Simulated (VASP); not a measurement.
Crystal: In3As.

```
CELL_PARAMETERS angstrom
3.17202 0.00000 0.00000
-1.58601 2.74705 0.00000
0.00000 0.00000 9.84270
ATOMIC_POSITIONS crystal
In 0.66667 0.33333 0.50000
In 0.33333 0.66667 0.24192
In 0.33333 0.66667 0.75808
As 0.66667 0.33333 0.00000
```

The cell was built from a structure type or drawn by symmetry, and may not be a known phase.

| Property | Result |
| --- | --- |
| Program | VASP 6.6.1 |
| Task | relaxation of cell and atoms |
| Functional | PBE |
| Potentials or basis | VASP PAW PBE potentials, release 64 (In_d, As) |
| Cutoff | 600 eV |
| k mesh | 6 × 6 × 2 |
| Occupations | gaussian, width 0.1 eV |
| Spin | no spin polarisation |

At the start: pressure 11.3 GPa; volume 21.44 Å³/atom.

Question: Where does the relaxation end?

Answer: Over 12 steps the energy falls by 155.9 meV/atom and the volume is 25.27 Å³/atom (+17.9 %); space group P-6m2 (No. 187, to 0.1 Å) before and after.

The path:
| step | energy change (eV) | largest force (eV/Å) | pressure (GPa) | volume (Å³) |
| --- | --- | --- | --- | --- |
| 1 | 0.0000 | 0.2144 | 11.33 | 85.77 |
| 2 | -0.5302 | 0.3669 | -2.08 | 105.90 |
| 3 | -0.5509 | 0.3435 | -0.50 | 101.86 |
| 4 | -0.5509 | 0.3458 | -0.65 | 102.20 |
| 5 | -0.5920 | 0.3117 | -0.52 | 101.56 |
| 6 | -0.6028 | 0.2801 | -0.35 | 101.14 |
| 7 | -0.6035 | 0.2699 | -0.29 | 100.99 |
| 8 | -0.6130 | 0.1933 | 0.15 | 100.12 |
| 9 | -0.6167 | 0.0943 | 0.71 | 99.13 |
| 10 | -0.6225 | 0.0276 | 0.24 | 100.35 |
| 11 | -0.6230 | 0.0035 | 0.07 | 100.83 |
| 12 | -0.6236 | 0.0131 | -0.05 | 101.08 |

Final structure:
```
In As
1.0
     3.25478    0.00000    0.00000
    -1.62739    2.81872    0.00000
     0.00000    0.00000   11.01732
In As
3 1
Direct
  0.66667 0.33333 0.50000
  0.33333 0.66667 0.23215
  0.33333 0.66667 0.76785
  0.66667 0.33333 0.00000
```

Caveat: the k points lie up to 0.37 Å⁻¹ apart in the final cell, too coarse for converged energies and pressures of a metal; the volume moved by over 15 % at a fixed basis, so the end points are rough.
